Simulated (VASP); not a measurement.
Here is a VASP 6.6.1 calculation.

The input INCAR:

```
SYSTEM = HfO2
PREC = Accurate
ENCUT = 520
EDIFF = 1E-7
ISMEAR = 0
SIGMA = 0.05
LREAL = Auto
LASPH = .True.
NELM = 80
ALGO = Normal
ISIF = 2
LWAVE = .False.
LCHARG = .False.
LDIPOL = .True.
IDIPOL = 3
DIPOL = 0.5 0.5 0.447
GGA = PE
IVDW = 12
NBANDS = 156
```

KPOINTS

```
regular mesh
0
Gamma
  3 3 1
  0 0 0
```

Contents of POSCAR:

```
HfO2
1.0
    7.1741418973      0.0000000000      0.0000000000
   -3.5870709486      6.2129891334      0.0000000000
    0.0000000000      0.0000000000     26.0720779128
O Hf
24 12
Direct
    0.5000000000      0.5000000000      0.3068416728
    0.5000000000      0.0000000000      0.3068416728
    0.0000000000      0.5000000000      0.3068416728
    0.0000000000      0.0000000000      0.3068416728
    0.6666666667      0.3333333333      0.3630096387
    0.6666666666      0.8333333333      0.3630096387
    0.1666666667      0.3333333333      0.3630096387
    0.1666666667      0.8333333333      0.3630096387
    0.8333333334      0.6666666667      0.4191776046
    0.8333333334      0.1666666667      0.4191776046
    0.3333333334      0.6666666667      0.4191776046
    0.3333333334      0.1666666667      0.4191776046
   -0.0000110262      0.4999779476      0.4754710829
    0.0009666001      0.0005258408      0.4755259811
    0.4993910684      0.4987821367      0.4755431699
    0.4995592407      0.0005258408      0.4755259811
    0.1657625697      0.8315251393      0.5298571756
    0.1657200786      0.3342232233      0.5299629429
    0.6665321652      0.8330643304      0.5290768358
    0.6685031448      0.3342232233      0.5299629429
    0.3363608521      0.6684820190      0.5884352186
    0.3331949144      0.1663898289      0.5881836444
    0.8321211668      0.6684820190      0.5884352186
    0.8313652911      0.1627305821      0.5884617539
    0.3333333334      0.1666666667      0.3349256558
    0.3333333334      0.6666666667      0.3349256558
    0.8333333334      0.1666666667      0.3349256558
    0.8333333334      0.6666666667      0.3349256558
    0.6667600441      0.3333336818      0.4470386055
    0.6666689688      0.8333379375      0.4468701180
    0.1665736377      0.3333336818      0.4470386055
    0.1666276785      0.8332553569      0.4469879722
    0.0000997007      0.5001994014      0.5581754911
   -0.0008110278     -0.0006894711      0.5578397806
    0.5002462498      0.5004924996      0.5578638535
    0.5001215566     -0.0006894711      0.5578397806
```

Potentials or basis: VASP PAW PBE potentials, release 64 (O, Hf_pv).

Command:

```bash
$ cat potpaw_PBE.64/O/POTCAR potpaw_PBE.64/Hf_pv/POTCAR > POTCAR
$ mpirun -np 1 vasp_std > vasp.out
```

(1) Estimate the largest force.

(2) What does it give for the dispersion energy per atom?

(3) Predict the band gap on the k mesh.

## Answers

(1) 1.067 eV/Å.

(2) -0.177 eV.

(3) 4.17 eV.

Caveat: spin-orbit coupling is left out, which moves the levels of the heavy elements.
